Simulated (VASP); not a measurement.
# Pt (P6_3/mmc) in VASP: a series of runs

The runs below take Pt through single point, with PBE.

Everything below comes from runs of VASP 6.6.1. Logs are shortened: lines on timing, memory, paths and dates and some standing lists are left out, and cuts for length are marked.

### Step 1. The cell of the first run

Symmetry: P6_3/mmc, No. 194, hexagonal system. The conventional cell has a = 2.952 Å, b = 2.952 Å, c = 5.021 Å, α = 90.00°, β = 90.00°, γ = 120.00°. Pt (site symmetry -6m2) has 12 Pt at 2.95 to 3.03 Å within 3.9 Å.

### Step 2. Single point, PBE

File INCAR:

```
SYSTEM = Pt
  PREC = Accurate
  ENCUT = 520
  EDIFF = 1E-6
  ISMEAR = 0
  SIGMA = 0.15
  LREAL = .False.
  LASPH = .True.
  NELM = 80
  ALGO = Fast
  ISIF = 2
  LWAVE = .False.
  LCHARG = .True.
  GGA = PE
  LELF = .True.
  LVHAR = .True.
  NBANDS = 17
```

File KPOINTS:

```
regular mesh
0
Gamma
  18 18 10
  0 0 0
```

File POSCAR:

```
Pt
1.0
    2.9516000000      0.0000000000      0.0000000000
   -1.4758000000      2.5561605818      0.0000000000
    0.0000000000      0.0000000000      5.0205000000
Pt
2
Direct
    0.6666666667      0.3333333333      0.7500000000
    0.3333333333      0.6666666667      0.2500000000
```

Potentials or basis: VASP PAW PBE potentials, release 64 (Pt).

The run is started by

```
> cat potpaw_PBE.64/Pt/POTCAR > POTCAR
> mpirun -np 1 vasp_std > vasp.out
```

OUTCAR:

```text
SYSTEM = Pt
   PREC = Accurate
   ENCUT = 520
   EDIFF = 1E-6
   ISMEAR = 0
   LREAL = .False.
   LASPH = .True.
   NELM = 80
   ISIF = 2
   GGA = PE

 ion  position               nearest neighbor table
   1  0.667  0.333  0.750-   2 3.03   2 3.03   2 3.03   2 3.03   2 3.03   2 3.03
   2  0.333  0.667  0.250-   1 3.03   1 3.03   1 3.03   1 3.03   1 3.03   1 3.03

  LATTYP: Found a hexagonal cell.
 ALAT       =     2.9516000000
 C/A-ratio  =     1.7009418620

  Lattice vectors:

 A1 = (   2.9516000000,   0.0000000000,   0.0000000000)
 A2 = (  -1.4758000000,   2.5561605818,   0.0000000000)
 A3 = (   0.0000000000,   0.0000000000,   5.0205000000)

Analysis of symmetry for initial positions (statically):
=====================================================================
 Subroutine PRICEL returns:
 Original cell was already a primitive cell.

 Routine SETGRP: Setting up the symmetry group for a
 hexagonal supercell.

 Subroutine GETGRP returns: Found 24 space group operations
 (whereof 12 operations were pure point group operations)
 out of a pool of 24 trial point group operations.

The static configuration has the point symmetry D_3d.
 The point group associated with its full space group is D_6h.

Analysis of symmetry for dynamics (positions and initial velocities):
=====================================================================
 Subroutine PRICEL returns:
 Original cell was already a primitive cell.

 Routine SETGRP: Setting up the symmetry group for a
 hexagonal supercell.

 Subroutine GETGRP returns: Found 24 space group operations
 (whereof 12 operations were pure point group operations)
 out of a pool of 24 trial point group operations.

The dynamic configuration has the point symmetry D_3d.
 The point group associated with its full space group is D_6h.

 Subroutine INISYM returns: Found 24 space group operations
 (whereof 12 operations are pure point group operations),
 and found     1 'primitive' translations

----------------------------------------------------------------------------------------

                                     Primitive cell

  volume of cell :      37.8785

  direct lattice vectors                    reciprocal lattice vectors
     2.951600000  0.000000000  0.000000000     0.338799295  0.195605864  0.000000000
    -1.475800000  2.556160582  0.000000000     0.000000000  0.391211729  0.000000000
     0.000000000  0.000000000  5.020500000     0.000000000  0.000000000  0.199183348

  length of vectors
     2.951600000  2.951600000  5.020500000     0.391211729  0.391211729  0.199183348

  position of ions in fractional coordinates (direct lattice)
[... 77 lines left out ...]
   ENCUT  =  520.0 eV  38.22 Ry    6.18 a.u.   5.49  5.49  9.33*2*pi/ulx,y,z
   NELM   =     80;   NELMIN=  2; NELMDL= -5     # of ELM steps
   EDIFF  = 0.1E-05   stopping-criterion for ELM
   LREAL  =      F    real-space projection
   EDIFFG = 0.1E-04   stopping-criterion for IOM
   NSW    =      0    number of steps for IOM
   IBRION =     -1    ionic relax: 0-MD 1-quasi-New 2-CG
   NFREE  =      0    steps in history (QN), initial steepest desc. (CG)
   ISIF   =      2    stress and relaxation
   ISYM   =      2    0-nonsym 1-usesym 2-fastsym
   POTIM  = 0.5000    time-step for ionic-motion
   TEBEG  =    0.0;   TEEND  =   0.0 temperature during run
   PSTRESS=    0.0 pullay stress
   NELECT =      20.0000    total number of electrons
   NUPDOWN=      -1.0000    fix difference up-down
   EMIN   =  10.00;   EMAX   =-10.00  energy-range for DOS
   EFERMI =   0.00;   METHOD = LEGACY
   ISMEAR =     0;   SIGMA  =   0.15  broadening in eV -4-tet -1-fermi 0-gaus
   EFERMI_NEDOS =   21; number of points for ismear=-14 and -15
   IALGO  =     68    algorithm
   IMIX   =      4    mixing-type and parameters
     AMIX     =   0.40;   BMIX     =  1.00
     AMIX_MAG =   1.60;   BMIX_MAG =  1.00
  volume/ion in A,a.u.               =      18.94       127.81
  Fermi-wavevector in a.u.,A,eV,Ry     =   1.323185  2.500457 23.821339  1.750819
  Thomas-Fermi vector in A             =   2.452812
   LORBIT       =      0    0 simple, 1 ext, 2 COOP (PROOUT), +10 PAW based schemes
   GGA     = PE    functional components
   LHFCALC =     F    Hartree Fock is set to
   AEXX    =    0.0000 exact exchange contribution
   IVDW    =     0    specifies the selected vdW correction
   LEPSILON=     F    determine dielectric tensor
   LRPA    =     F    only Hartree local field effects (RPA)
 non-spin polarized calculation
 RMM-DIIS sequential band-by-band and
 Gauss-broadening in eV      SIGMA  =   0.15
  energy-cutoff  :      520.00
  volume of cell :       37.88
 maximum number of plane-waves:      1051
 NGX is ok and might be reduce to    24
   NGX = 11   NGY = 11   NGZ = 19

 number of electron      19.9999999 magnetization

 Free energy of the ion-electron system (eV)
  ---------------------------------------------------
  ext. energy  EPLUGINS =         0.00000000
  ---------------------------------------------------
  free energy    TOTEN  =       -11.43208962 eV

  energy without entropy =      -11.37108319  energy(sigma->0) =      -11.40158640

 E-fermi :   7.3822     XC(G=0): -12.1521

 val. band max:        7.3777891387   @ k =   0.3889   0.0556   0.5000
 cond. band min:       7.3847479268   @ k =   0.3889   0.2222   0.3000
 fundamental gap:      0.0069587881
 Fermi energy:         7.3821790249

 k-point     1 :       0.0000    0.0000    0.0000
  band No.  band energies     occupation
      1      -0.5060      2.00000
      2       2.0105      2.00000
      3       4.5783      2.00000
      4       4.8666      2.00000
      5       4.8666      2.00000
      6       5.1518      2.00000
[... 457 lines left out ...]
      4       4.8697      2.00000
      5       5.0351      2.00000
      6       5.0706      2.00000
[... 9 lines left out ...]
     16      18.2755      0.00000
     17      20.2113      0.00000

 [... further k-points ...]
[... 5 lines left out ...]
  --------------------------------------------------------------------------------------
  -------------------------------------------------------------------------------------
  Total       -6.6873728     -6.6873728     -5.8016147      0.0000000      0.0000000      0.0000000
  in kB     -282.8612839   -282.8612839   -245.3956500      0.0000000      0.0000000      0.0000000
  external PRESSURE =    -270.3727393 kB  Pullay stress =       0.0000000 kB

 VOLUME and BASIS-vectors are now :
 -----------------------------------------------------------------------------
  energy-cutoff  :      520.00
  volume of cell :       37.88
      direct lattice vectors                 reciprocal lattice vectors
     2.951600000  0.000000000  0.000000000     0.338799295  0.195605864  0.000000000
    -1.475800000  2.556160582  0.000000000     0.000000000  0.391211729  0.000000000
     0.000000000  0.000000000  5.020500000     0.000000000  0.000000000  0.199183348

 POSITION                                       TOTAL-FORCE (eV/Angst)
 -----------------------------------------------------------------------------------
      1.47580      0.85205      3.76538        -0.000000      0.000000      0.000000
     -0.00000      1.70411      1.25513         0.000000     -0.000000      0.000000
 -----------------------------------------------------------------------------------
    total drift:                               -0.000000      0.000000     -0.000000

  FREE ENERGIE OF THE ION-ELECTRON SYSTEM (eV)
  ---------------------------------------------------
  free  energy   TOTEN  =       -11.4320896215 eV

  energy  without entropy=      -11.3710831851  energy(sigma->0) =      -11.40158640
```

Wall time 39 s (1 thread of Intel Xeon 6975P-C (Granite Rapids), shared host); peak memory 0.25 GiB.

What came out:

```
Free energy            : -11.4321 eV
Pressure               : -27.0 GPa
Band gap on the k mesh : zero (band 10 reaches 7.66 eV, above the bottom of band 11 at 6.77 eV)
```

Caveat: spin-orbit coupling is left out, which moves the levels of the heavy elements.

### Step 3. Single point, PBE

This run uses another cell than the first one, of 12.94 Å³/atom, 0.683 times its volume.

File INCAR:

```
SYSTEM = Pt
PREC = Accurate
ENCUT = 520
EDIFF = 1E-6
ISMEAR = 0
SIGMA = 0.15
LREAL = .False.
LASPH = .True.
NELM = 80
ALGO = Fast
ISIF = 2
LWAVE = .False.
LCHARG = .False.
GGA = PE
NBANDS = 17
```

KPOINTS is that of step 2.

File POSCAR:

```
Pt
1.0
    2.5654000000      0.0000000000      0.0000000000
   -1.2827000000      2.2217015709      0.0000000000
    0.0000000000      0.0000000000      4.5423000000
Pt
2
Direct
    0.6666666667      0.3333333333      0.7500000000
    0.3333333333      0.6666666667      0.2500000000
```

Potentials or basis: VASP PAW PBE potentials, release 64 (Pt).

The run is started by

```
> cat potpaw_PBE.64/Pt/POTCAR > POTCAR
> mpirun -np 1 vasp_std > vasp.out
```

Wall time 38 s (1 thread of Intel Xeon 6975P-C (Granite Rapids), shared host); peak memory 0.2 GiB.

It converged, with:

| Quantity | Value |
| --- | --- |
| Free energy | -10.9145 eV |
| Pressure | 82.0 GPa |
| Band gap on the k mesh | zero (band 10 reaches 15.28 eV, above the bottom of band 11 at 13.39 eV) |

Stress tensor (GPa, compression positive):
```
89.72  0.00  0.00
 0.00 89.72  0.00
 0.00  0.00 66.64
```

Levels at points of the mesh, in eV from the Fermi level:
```csv
k point,band 7,band 8,band 9,band 10,band 11,band 12,band 13,band 14
"(0.00, 0.00, 0.00)",-4.23,-2.31,-2.31,-1.80,-0.27,-0.27,5.86,14.67
"(0.50, 0.00, 0.00)",-3.54,-0.02,0.61,0.87,2.78,4.57,8.50,9.66
"(0.00, 0.00, 0.50)",-4.67,-4.67,-1.02,-1.02,-1.02,-1.02,12.76,12.76
"(0.50, 0.00, 0.50)",-1.37,-1.37,0.76,0.76,1.71,1.71,8.25,8.25
```

Caveat: spin-orbit coupling is left out, which moves the levels of the heavy elements.

(Continued in part 2 of 2.)
